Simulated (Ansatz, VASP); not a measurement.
# One calculation of C, two programs

The input INCAR:

```
SYSTEM = C
ALGO = Normal ; EDIFF = 1E-6
ENCUT = 520 ; ISIF = 2
ISMEAR = 0 ; LASPH = .True.
LCHARG = .False. ; LREAL = .False.
LWAVE = .False. ; NBANDS = 11
NELM = 100 ; PREC = Accurate
SIGMA = 0.05
```

KPOINTS

```
k-points
0
Gamma
  12 12 12
  0 0 0
```

POSCAR

```
C
1.0
    0.0000000000      1.7516377798      1.7943777417
    1.7516377798      0.0000000000      1.7943777417
    1.7516377798      1.7516377798      0.0000000000
C
2
Direct
    0.5000000000      0.5000000000      0.5000000000
    0.7500000000      0.7500000000      0.7500000000
```

Input for Ansatz:

```yaml
crystal:
  lattice:
    - [0.0, 1.7516377798, 1.7943777417]
    - [1.7516377798, 0.0, 1.7943777417]
    - [1.7516377798, 1.7516377798, 0.0]
  atoms:
    - { symbol: C, position: [0.5, 0.5, 0.5] }
    - { symbol: C, position: [0.75, 0.75, 0.75] }
basis:
  ecutwfc: 520.0
kpoints:
  mp_grid: { grid: [12, 12, 12] }
hamiltonian:
  xc: lda
  pseudopotentials: { kind: paw, azcp: { folder: soft_1 } }
scf:
  occupations: { method: gaussian, width: 0.05 }
output:
  forces: true
  stress: true
  eigenvalues: true
```

Alike in both runs: task single point; functional LDA; k mesh 12 × 12 × 12; occupations gaussian, width 0.05 eV; no spin polarisation.

|  | VASP | Ansatz |
| --- | --- | --- |
| version | VASP 6.6.1 | Ansatz 0.2.0 |
| potentials or method | VASP PAW LDA potentials, release 64 (C), cutoff 520 eV | scalar-relativistic, plane waves, PAW |
| valence electrons in the cell | 8 | 8 |

|  | VASP | Ansatz | Ansatz less VASP |
| --- | --- | --- | --- |
| gap on the k mesh at the Fermi level (eV) | 3.89 | 3.90 | +0.008 |
| least direct gap on the mesh (eV) | 5.41 | 5.40 | -0.002 |
| pressure (GPa) | 1.7 | 0.0 | -1.70 |
| traceless stress, the component that is largest in VASP (GPa) | -15.72 | -15.75 | -0.027 |

Ansatz warns that its potentials were made for another functional, while VASP's fit it. LDA's correlation is that of Perdew and Zunger in VASP and of Perdew and Wang (1992) in Ansatz.
